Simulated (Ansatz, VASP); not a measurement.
**One calculation of Ge4Pd, two programs**

```xyz
5
Lattice="3.5345 -3.7114 0.0000 3.5345 3.7114 0.0000 0.0000 0.0000 3.1739" Properties=species:S:1:pos:R:3 pbc="T T T"
Ge    3.5345   -2.3055    1.5869
Ge    3.5345    2.3055    1.5869
Ge    2.0161    0.0000    0.0000
Ge    5.0529    0.0000    0.0000
Pd    0.0000    0.0000    0.0000
```

Change from the starting cell: species swapped into the OsCl4 type (Cmmm, No. 65).

Alike in both runs: task relaxation of cell and atoms; functional PBE; k mesh 4 × 4 × 6; occupations gaussian, width 0.1 eV; no spin polarisation.

```csv
,VASP,Ansatz
version,VASP 6.6.1,Ansatz 0.2.0
potentials or method,"VASP PAW PBE potentials, release 64 (Ge_d, Pd), cutoff 600 eV","scalar-relativistic, plane waves, PAW"
valence electrons in the cell,66,74
```

```tsv
	VASP	Ansatz	Ansatz less VASP
gap on the k mesh at the Fermi level, each at its own relaxed structure (eV)	none	none	-
relaxed volume (Å³/atom)	19.21	19.20	-0.003
relaxed cell length with the largest relative difference (Å)	3.127	3.129	+0.0028
```

A gap of «none» marks a metal or a gap that the smearing closes. VASP's potentials hold 66 valence electrons a cell and Ansatz's 74, so a difference there can come from the potentials and not from the codes.

Noted on VASP's run: the volume moved by over 15 % at a fixed basis, so the end points are rough.
